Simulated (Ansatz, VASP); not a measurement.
# GaSb in VASP and in Ansatz

The input INCAR:

```
SYSTEM = GaSb
ALGO = Normal ; EDIFF = 1E-6
ENCUT = 520 ; GGA = PE
ISIF = 2 ; ISMEAR = 0
LASPH = .True. ; LCHARG = .True.
LELF = .True. ; LREAL = .False.
LVHAR = .True. ; LWAVE = .False.
NBANDS = 16 ; NELM = 80
PREC = Accurate ; SIGMA = 0.15
```

File KPOINTS:

```
k-points
0
Gamma
  16 16 16
  0 0 0
```

Contents of POSCAR:

```
GaSb
1.0
    0.0000000000      3.2622666633      3.2622666633
    3.2622666633      0.0000000000      3.2622666633
    3.2622666633      3.2622666633      0.0000000000
Ga Sb
1 1
Direct
    0.0000000000      0.0000000000      0.0000000000
    0.7500000000      0.7500000000      0.7500000000
```

Input for Ansatz:

```yaml
crystal:
  lattice:
    - [0.0, 3.2622666633, 3.2622666633]
    - [3.2622666633, 0.0, 3.2622666633]
    - [3.2622666633, 3.2622666633, 0.0]
  atoms:
    - { symbol: Ga, position: [0.0, 0.0, 0.0] }
    - { symbol: Sb, position: [0.75, 0.75, 0.75] }
basis:
  ecutwfc: 420
kpoints:
  mp_grid: { grid: [16, 16, 16] }
hamiltonian:
  xc: pbe
scf:
  occupations: { method: gaussian, width: 0.15 }
output:
  forces: true
  stress: true
  eigenvalues: true
  write_density: true
  write_potential: true
  elf: true
  volumetric_format: npy
```

Change from the starting cell: strain +0.050 along x and y, +0.050 along z, atoms carried along.

Alike in both runs: task single point; functional PBE; k mesh 16 × 16 × 16; occupations gaussian, width 0.15 eV; no spin polarisation.

```csv
,VASP,Ansatz
version,VASP 6.6.1,Ansatz 0.2.0
potentials or method,"VASP PAW PBE potentials, release 64 (Ga_d, Sb), cutoff 520 eV","scalar-relativistic, plane waves, PAW"
valence electrons in the cell,18,28
```

|  | VASP | Ansatz | Ansatz less VASP |
| --- | --- | --- | --- |
| gap on the k mesh at the Fermi level (eV) | none | none | - |
| pressure (GPa) | -4.5 | -4.6 | -0.04 |

A gap of «none» marks a metal or a gap that the smearing closes. The functional is the same, so the differences come from potentials, cutoffs and numerics. VASP's potentials hold 18 valence electrons a cell and Ansatz's 28, so a difference there can come from the potentials and not from the codes.

Neither program's run includes spin-orbit coupling.
